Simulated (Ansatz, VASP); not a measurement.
One calculation of SbSe5, two programs

```
Sb Se
1.0
     3.70069    2.13660    3.67697
    -3.70069    2.13660    3.67697
     0.00000   -4.27319    3.67697
Sb Se
1 5
Cartesian
  0.0000 0.0000 5.5155
  0.0000 2.1366 3.6770
  -1.8503 -1.0683 3.6770
  1.8503 -1.0683 3.6770
  0.0000 0.0000 2.1507
  0.0000 0.0000 8.8802
```

Alike in both runs: functional PBE; k mesh 3 × 3 × 3; occupations gaussian, width 0.2 eV; no spin polarisation.

Ansatz relaxed the structure, and its values are those at the end. VASP's run is a single point on that final structure, the one shown.

|  | VASP | Ansatz |
| --- | --- | --- |
| version | VASP 6.6.1 | Ansatz 0.2.0 |
| potentials or method | VASP PAW PBE potentials, release 64 (Sb, Se), cutoff 520 eV | scalar-relativistic, plane waves, PAW |
| valence electrons in the cell | 35 | 95 |

Ansatz gave:

* gap on the k mesh at the Fermi level (eV): none
* pressure (GPa): 0.4
* rms of the force components (eV/Å): 0.015

**Question.** Estimate VASP's values.

**Answer.** gap on the k mesh at the Fermi level (eV): none; pressure (GPa): 0.3; rms of the force components (eV/Å): 0.016.

A gap of «none» marks a metal or a gap that the smearing closes. VASP's potentials hold 35 valence electrons a cell and Ansatz's 95, so a difference there can come from the potentials and not from the codes.

The k mesh is coarse, so the values compare programs but aren't converged. Neither program's run includes spin-orbit coupling.
